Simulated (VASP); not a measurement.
# TiO2 in VASP: single point with PBEsol

Aim: the single point of TiO2 with PBEsol.

Everything below comes from runs of VASP 6.6.1. Logs are shortened: lines on timing, memory, paths and dates and some standing lists are left out, and cuts for length are marked.

## 1. The cell of the first run

The cell holds a slab with vacuum, 30 atoms: a = 4.591 Å, b = 5.451 Å, c = 26.623 Å, α = 90.00°, β = 90.00°, γ = 90.00°.

## 2. Single point, PBEsol

Input file INCAR:

```
PREC = Accurate ; ENCUT = 520
EDIFF = 1E-6 ; ISMEAR = 0
SIGMA = 0.05 ; LREAL = Auto
LASPH = T ; NELM = 80
ALGO = Fast ; ISIF = 2
LWAVE = F ; LCHARG = F
LDIPOL = T ; IDIPOL = 3
DIPOL = 0.5 0.5 0.499 ; GGA = PS
NBANDS = 141
```

Input file KPOINTS:

```
regular mesh
0
Gamma
  6 5 1
```

Input file POSCAR:

```
TiO2
1.0
    4.5912476253      0.0000000000      0.0000000000
    0.0000000000      5.4513521720      0.0000000000
    0.0000000000      0.0000000000     26.6228514609
Ti O
10 20
Direct
    0.0000000000      0.7093375562      0.2817128740
    0.5000000000      0.2093375562      0.2817128740
    0.0000000000      0.4186751125      0.3746888205
    0.5000000000      0.9186751125      0.3746888205
    0.0000000000      0.1280126687      0.4676647669
    0.5000000000      0.6280126687      0.4676647669
    0.0000000000      0.8373502250      0.5606407134
    0.5000000000      0.3373502250      0.5606407134
    0.0000000000      0.5466877812      0.6536166598
    0.5000000000      0.0466877812      0.6536166598
    0.6955612567      0.9252873904      0.3100183543
    0.8044387433      0.4252873904      0.3100183543
    0.1955612567      0.7027252783      0.3463833402
    0.3044387433      0.2027252783      0.3463833402
    0.6955612567      0.6346249467      0.4029943008
    0.8044387433      0.1346249467      0.4029943008
    0.1955612567      0.4120628345      0.4393592866
    0.3044387433      0.9120628345      0.4393592866
    0.6955612567      0.3439625029      0.4959702472
    0.8044387433      0.8439625029      0.4959702472
    0.1955612567      0.1214003908      0.5323352331
    0.3044387433      0.6214003908      0.5323352331
    0.6955612567      0.0533000592      0.5889461937
    0.8044387433      0.5533000592      0.5889461937
    0.1955612567      0.8307379470      0.6253111795
    0.3044387433      0.3307379470      0.6253111795
    0.6955612567      0.7626376154      0.6819221401
    0.8044387433      0.2626376154      0.6819221401
    0.1955612567      0.5400755033      0.7182871260
    0.3044387433      0.0400755033      0.7182871260
```

Potentials or basis: VASP PAW PBE potentials, release 64 (Ti_sv, O).

The run is started by

```sh
$ cat potpaw_PBE.64/Ti_sv/POTCAR potpaw_PBE.64/O/POTCAR > POTCAR
$ mpirun -np 1 vasp_std > vasp.out
```

OUTCAR:

```text
PREC = Accurate
   ENCUT = 520
   EDIFF = 1E-6
   ISMEAR = 0
   LREAL = Auto
   LASPH = T
   NELM = 80
   ISIF = 2
   GGA = PS

 ion  position               nearest neighbor table
   1  0.000  0.709  0.282-  12 1.94  13 1.94  11 1.98
   2  0.500  0.209  0.282-  11 1.94  14 1.94  12 1.98
   3  0.000  0.419  0.375-  17 1.94  13 1.94  16 1.94  12 1.94  14 1.98  15 1.98
   4  0.500  0.919  0.375-  18 1.94  14 1.94  15 1.94  11 1.94  13 1.98  16 1.98
   5  0.000  0.128  0.468-  16 1.94  17 1.94  20 1.94  21 1.94  19 1.98  18 1.98
   6  0.500  0.628  0.468-  15 1.94  18 1.94  19 1.94  22 1.94  20 1.98  17 1.98
   7  0.000  0.837  0.561-  25 1.94  21 1.94  24 1.94  20 1.94  23 1.98  22 1.98
   8  0.500  0.337  0.561-  26 1.94  22 1.94  23 1.94  19 1.94  24 1.98  21 1.98
   9  0.000  0.547  0.654-  24 1.94  28 1.94  25 1.94  29 1.94  26 1.98  27 1.98
  10  0.500  0.047  0.654-  23 1.94  27 1.94  26 1.94  30 1.94  25 1.98  28 1.98
  11  0.696  0.925  0.310-   2 1.94   4 1.94   1 1.98
  12  0.804  0.425  0.310-   1 1.94   3 1.94   2 1.98
  13  0.196  0.703  0.346-   3 1.94   1 1.94   4 1.98
  14  0.304  0.203  0.346-   4 1.94   2 1.94   3 1.98
  15  0.696  0.635  0.403-   6 1.94   4 1.94   3 1.98
  16  0.804  0.135  0.403-   5 1.94   3 1.94   4 1.98
[... 8 lines left out ...]
  25  0.196  0.831  0.625-   7 1.94   9 1.94  10 1.98
  26  0.304  0.331  0.625-   8 1.94  10 1.94   9 1.98
  27  0.696  0.763  0.682-  10 1.94   9 1.98
  28  0.804  0.263  0.682-   9 1.94  10 1.98
  29  0.196  0.540  0.718-   9 1.94
  30  0.304  0.040  0.718-  10 1.94

  LATTYP: Found a simple orthorhombic cell.
 ALAT       =     4.5912476253
 B/A-ratio  =     1.1873356911
 C/A-ratio  =     5.7986093615

  Lattice vectors:

 A1 = (   4.5912476253,   0.0000000000,   0.0000000000)
 A2 = (   0.0000000000,   5.4513521720,   0.0000000000)
 A3 = (   0.0000000000,   0.0000000000,  26.6228514609)

Analysis of symmetry for initial positions (statically):
=====================================================================
 Subroutine PRICEL returns:
 Original cell was already a primitive cell.

 Routine SETGRP: Setting up the symmetry group for a
 simple orthorhombic supercell.

 Subroutine GETGRP returns: Found  2 space group operations
 (whereof  1 operations were pure point group operations)
 out of a pool of  8 trial point group operations.

The static configuration has the point symmetry C_1 .
 The point group associated with its full space group is C_1h.

Analysis of symmetry for dynamics (positions and initial velocities):
=====================================================================
 Subroutine PRICEL returns:
 Original cell was already a primitive cell.
[... 168 lines left out ...]
   EFERMI_NEDOS =   21; number of points for ismear=-14 and -15
   IALGO  =     68    algorithm
   IMIX   =      4    mixing-type and parameters
     AMIX     =   0.40;   BMIX     =  1.00
     AMIX_MAG =   1.60;   BMIX_MAG =  1.00
  volume/ion in A,a.u.               =      22.21       149.89
  Fermi-wavevector in a.u.,A,eV,Ry     =   1.164793  2.201140 18.459604  1.356743
  Thomas-Fermi vector in A             =   2.301327
   LORBIT       =      0    0 simple, 1 ext, 2 COOP (PROOUT), +10 PAW based schemes
   GGA     = PS    functional components
   LHFCALC =     F    Hartree Fock is set to
   AEXX    =    0.0000 exact exchange contribution
   IVDW    =     0    specifies the selected vdW correction
   LEPSILON=     F    determine dielectric tensor
   LRPA    =     F    only Hartree local field effects (RPA)
 non-spin polarized calculation
 RMM-DIIS sequential band-by-band and
 Gauss-broadening in eV      SIGMA  =   0.05
  energy-cutoff  :      520.00
  volume of cell :      666.33
 maximum number of plane-waves:     18028
 NGX is ok and might be reduce to    36
   NGX = 17   NGY = 21   NGZ = 99

 dipolmoment           0.000000      0.000000     -1.815471 electrons x Angstroem

 number of electron     240.0000065 magnetization

 dipolmoment           0.000000      0.000000      0.716507 electrons x Angstroem

 Free energy of the ion-electron system (eV)
  ---------------------------------------------------
  ext. energy  EPLUGINS =         0.00000000
  ---------------------------------------------------
  free energy    TOTEN  =      -259.66520051 eV

  energy without entropy =     -259.62890640  energy(sigma->0) =     -259.64705346

 E-fermi :  -0.9805     XC(G=0):  -6.2678

 val. band max:       -0.9863630966   @ k =   0.1667   0.0000   0.0000
 cond. band min:      -0.9794097183   @ k =   0.3333   0.0000   0.0000
 fundamental gap:      0.0069533782
 Fermi energy:        -0.9804685514

 k-point     1 :       0.0000    0.0000    0.0000
  band No.  band energies     occupation
      1     -59.2364      2.00000
      2     -59.2274      2.00000
      3     -59.1588      2.00000
      4     -59.1508      2.00000
      5     -58.5694      2.00000
      6     -58.5602      2.00000
[... 1609 lines left out ...]
    131       0.1757      0.00000
    132       0.2665      0.00000
 [bands above 132 left out]

------------------------ aborting loop because EDIFF is reached ----------------------------------------

 vacuum level on the upper side and lower side of the slab       (xc-potential included)         2.423        -2.679

  FORCE on cell =-STRESS in cart. coord.  units (eV):
  Direction    XX          YY          ZZ          XY          YZ          ZX
  --------------------------------------------------------------------------------------
  -------------------------------------------------------------------------------------
  Total       -6.4250085     -7.0169667     -6.5247096      0.0000000     -0.2836270      0.0000000
  in kB      -15.4488004    -16.8721517    -15.6885297      0.0000000     -0.6819752      0.0000000
  external PRESSURE =     -16.0031606 kB  Pullay stress =       0.0000000 kB

 VOLUME and BASIS-vectors are now :
 -----------------------------------------------------------------------------
  energy-cutoff  :      520.00
  volume of cell :      666.33
      direct lattice vectors                 reciprocal lattice vectors
     4.591247625  0.000000000  0.000000000     0.217805721  0.000000000  0.000000000
     0.000000000  5.451352172  0.000000000     0.000000000  0.183440726  0.000000000
     0.000000000  0.000000000 26.622851461     0.000000000  0.000000000  0.037561717

 POSITION                                       TOTAL-FORCE (eV/Angst)
 -----------------------------------------------------------------------------------
      0.00000      3.86685      7.50000        -1.090218      0.212753      2.742338
      2.29562      1.14117      7.50000         1.090218      0.212753      2.742338
      0.00000      2.28235      9.97528        -0.234002     -0.040006      2.222330
      2.29562      5.00802      9.97528         0.234002     -0.040006      2.222330
      0.00000      0.69784     12.45057        -0.157327     -0.156784      1.937334
      2.29562      3.42352     12.45057         0.157327     -0.156784      1.937334
[... 22 lines left out ...]
      0.89787      2.94414     19.12285        -0.111783      0.239897     -0.899080
      1.39775      0.21847     19.12285         0.111783      0.239897     -0.899080
 -----------------------------------------------------------------------------------
    total drift:                               -0.000000     -0.064735      0.050721

  FREE ENERGIE OF THE ION-ELECTRON SYSTEM (eV)
  ---------------------------------------------------
  free  energy   TOTEN  =      -259.6652005074 eV

  energy  without entropy=     -259.6289064029  energy(sigma->0) =     -259.64705346

 vacuum level on the upper side and lower side of the slab         8.404         3.198
```

Run time: 2.2 h. Hardware: 1 thread of Oxide Virtual Turin-like, shared host; peak memory 1.1 GiB.

Results:

```yaml
Free_energy: -259.6652 eV
Largest_force: 3.585 eV/Å
Band_gap_on_the_k_mesh: zero (bands 120 and 121 overlap by 0.12 eV)
```

Forces in eV/Å, atoms in the order of the input:
```
Ti  -1.090  0.213  2.742
Ti   1.090  0.213  2.742
Ti  -0.234 -0.040  2.222
Ti   0.234 -0.040  2.222
Ti  -0.157 -0.157  1.937
Ti   0.157 -0.157  1.937
Ti  -0.240 -0.161  1.855
Ti   0.240 -0.161  1.855
Ti  -0.295 -0.562  3.529
Ti   0.295 -0.562  3.529
O    0.764 -0.176 -1.974
O   -0.764 -0.176 -1.974
O   -0.243  0.004 -1.987
O    0.243  0.004 -1.987
O    0.296  0.020 -1.071
O   -0.296  0.020 -1.071
O   -0.224  0.084 -0.985
O    0.224  0.084 -0.985
O    0.280  0.062 -0.974
O   -0.280  0.062 -0.974
O   -0.216  0.128 -0.949
O    0.216  0.128 -0.949
O    0.461  0.030 -1.257
O   -0.461  0.030 -1.257
O   -0.223  0.247 -1.075
O    0.223  0.247 -1.075
O    0.106  0.069 -1.115
O   -0.106  0.069 -1.115
O   -0.112  0.240 -0.899
O    0.112  0.240 -0.899
```

Levels at points of the mesh, in eV from the Fermi level:
```
           k point  band 116  band 117  band 118  band 119  band 120  band 121  band 122  band 123  band 124  band 125
(0.00, 0.00, 0.00)     -0.53     -0.50     -0.49     -0.07      0.03      0.17      0.23      0.27      0.34      0.42
(0.50, 0.00, 0.00)     -0.45     -0.26     -0.12     -0.09      0.07      0.14      0.21      0.22      0.38      0.51
```

Caveat: the PAW data sets were made with another functional, which shifts forces and pressure a little.
